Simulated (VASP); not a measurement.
Wanted: the native input for a VASP 6.6.1 run.

```
Task                   : single point
Functional             : PBE
Potentials or basis    : VASP PAW PBE potentials, release 64 (Al, N)
Cutoff                 : 520 eV
k mesh                 : 9 × 9 × 4
Occupations            : gaussian, width 0.01 eV
Spin                   : no spin polarisation
Dipole correction      : no
Further INCAR settings : ALGO = Normal; EDIFF = 1e-07; NBANDS = 16
```

The structure of AlN lies in POSCAR:

```
AlN
1.0
    3.1301934368      0.0000000000      0.0000000000
   -1.5650967184      2.7108270350      0.0000000000
    0.0000000000      0.0000000000      5.0179194733
Al N
2 2
Direct
    0.3333333333      0.6666666667     -0.0032711565
    0.6666666667      0.3333333333      0.4967288435
    0.3333333333      0.6666666667      0.3782711565
    0.6666666667      0.3333333333      0.8782711565
```

One way to write it, as run:

INCAR

```
SYSTEM = AlN
PREC = Accurate ; ENCUT = 520
EDIFF = 1E-7 ; ISMEAR = 0
SIGMA = 0.01 ; LREAL = .False.
LASPH = .True. ; NELM = 100
ALGO = Normal ; ISIF = 2
LWAVE = .False. ; LCHARG = .False.
GGA = PE ; NBANDS = 16
```

KPOINTS

```
Automatic mesh
0
Gamma
  9 9 4
  0 0 0
```

Potentials or basis: VASP PAW PBE potentials, release 64 (Al, N).

Command:

```bash
$ cat potpaw_PBE.64/Al/POTCAR potpaw_PBE.64/N/POTCAR > POTCAR
$ mpirun -np 1 vasp_std > vasp.out
```

Results of the run:

```yaml
Pressure: -0.3 GPa
Band_gap_on_the_k_mesh: 4.04 eV, direct
```

It took 16 s on 1 thread of AMD EPYC 9R45 96-Core Processor (Zen 5), on a shared host, peak memory 0.13 GiB.
